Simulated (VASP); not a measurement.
Sc2Ta3O:

```xyz
6
Lattice="5.3509 0.0000 0.0000 -2.6754 4.6340 0.0000 0.0000 0.0000 4.0646" Properties=species:S:1:pos:R:3 pbc="T T T"
Sc    2.6754    1.5447    0.0000
Sc    0.0000    3.0893    0.0000
Ta    1.3377    2.3170    2.0323
Ta    2.6754    0.0000    2.0323
Ta   -1.3377    2.3170    2.0323
O     0.0000    0.0000    0.0000
```

The cell was generated, and may not be a known phase.

- Program: VASP 6.6.1
- Task: relaxation of cell and atoms
- Functional: PBE
- Potentials or basis: VASP PAW PBE potentials, release 64 (Sc_sv, Ta_pv, O)
- Cutoff: 600 eV
- k mesh: 6 × 6 × 4
- Occupations: gaussian, width 0.1 eV
- Spin: no spin polarisation

At the start: pressure 34.6 GPa; volume 16.80 Å³/atom.

Task: Where does the relaxation end?

Result: Over 10 steps the energy falls by 833.7 meV/atom and the volume is 21.45 Å³/atom (+27.7 %); space group P6/mmm (No. 191, to 0.1 Å) before and after.

Step by step:
```
step  energy change (eV)  largest force (eV/Å)  pressure (GPa)  volume (Å³)
   1              0.0000                0.0000           34.58       100.79
   2             -2.8284                0.0000          -12.77       162.18
   3             -3.8307                0.0000           -3.16       136.26
   4             -3.8295                0.0000           -3.76       137.34
   5             -4.7519                0.0000           -2.42       132.84
   6             -4.9999                0.0000           -0.48       129.29
   7             -5.0023                0.0000           -0.16       128.85
   8             -5.0020                0.0000           -0.30       129.05
   9             -5.0020                0.0000            0.17       128.37
  10             -5.0022                0.0000           -0.08       128.71
```

Final structure:
```
Sc Ta O
1.0
     5.26064    0.00000    0.00000
    -2.63032    4.55585    0.00000
     0.00000    0.00000    5.37045
Sc Ta O
2 3 1
Direct
  0.66667 0.33333 0.00000
  0.33333 0.66667 0.00000
  0.50000 0.50000 0.50000
  0.50000 0.00000 0.50000
  0.00000 0.50000 0.50000
  0.00000 0.00000 0.00000
```

Caveat: the k points lie up to 0.29 Å⁻¹ apart in the final cell, too coarse for converged energies and pressures of a metal; the volume moved by over 15 % at a fixed basis, so the end points are rough; an odd number of electrons without spin polarisation forces a metal; a magnetic or distorted state may lie lower.
